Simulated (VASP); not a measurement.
Set up this calculation in VASP 6.6.1, as the native input.

* Task: single point
* Functional: PBE
* Potentials or basis: VASP PAW PBE potentials, release 64 (Ge_d)
* Cutoff: 520 eV
* k mesh: 1 × 1 × 8
* Occupations: gaussian, width 0.05 eV
* Spin: no spin polarisation
* Dipole correction: no
* Further INCAR settings: ALGO = Normal; EDIFF = 1e-07; NBANDS = 111

The structure of Ge lies in POSCAR:

```
Ge
1.0
   21.1000000000      0.0000000000      0.0000000000
    0.0000000000     10.0000000000      0.0000000000
    0.0000000000      0.0000000000      7.0041111412
Ge
14
Direct
    0.7874757431      0.4661011537      0.3333333333
    0.5958252477      0.4661011537      0.3333333333
    0.6916504954      0.4661011537      0.8333333333
    0.4041747523      0.4661011537      0.3333333333
    0.5000000000      0.4661011537      0.8333333333
    0.2125242569      0.4661011537      0.3333333333
    0.3083495046      0.4661011537      0.8333333333
    0.6916504954      0.5338988463      0.1666666667
    0.7874757431      0.5338988463      0.6666666667
    0.5000000000      0.5338988463      0.1666666667
    0.5958252477      0.5338988463      0.6666666667
    0.3083495046      0.5338988463      0.1666666667
    0.4041747523      0.5338988463      0.6666666667
    0.2125242569      0.5338988463      0.6666666667
```

One way to write it, as run:

INCAR

```
ALGO     = Normal         # electronic algorithm
EDIFF    = 1E-7           # SCF threshold, eV
ENCUT    = 520            # plane-wave cutoff, eV
GGA      = PE             # functional
ISIF     = 2              # what is computed and relaxed
ISMEAR   = 0              # smearing method
KPAR     = 2            
LASPH    = T              # aspherical terms in the spheres
LCHARG   = T              # write CHGCAR
LREAL    = F              # projectors in reciprocal space
LVHAR    = T            
LWAVE    = F              # write WAVECAR
NBANDS   = 111            # bands
NCORE    = 2            
NELM     = 60             # most SCF steps
PREC     = Accurate       # precision mode
SIGMA    = 0.05           # smearing width, eV
```

KPOINTS

```
k-points
0
Gamma
  1 1 8
```

Potentials or basis: VASP PAW PBE potentials, release 64 (Ge_d).

Command:

```console
$ cat potpaw_PBE.64/Ge_d/POTCAR > POTCAR
$ mpirun -np 4 vasp_std > vasp.out
```

It gave:

| Property | Result |
| --- | --- |
| Largest force | 0.458 eV/Å |
| Band gap on the k mesh | zero (bands 98 and 99 overlap by 0.12 eV) |

It took 11 min on 4 MPI ranks on Intel(R) Xeon(R) Platinum 8559C (Emerald Rapids), with other jobs on the host, peak memory 0.91 GiB a rank.
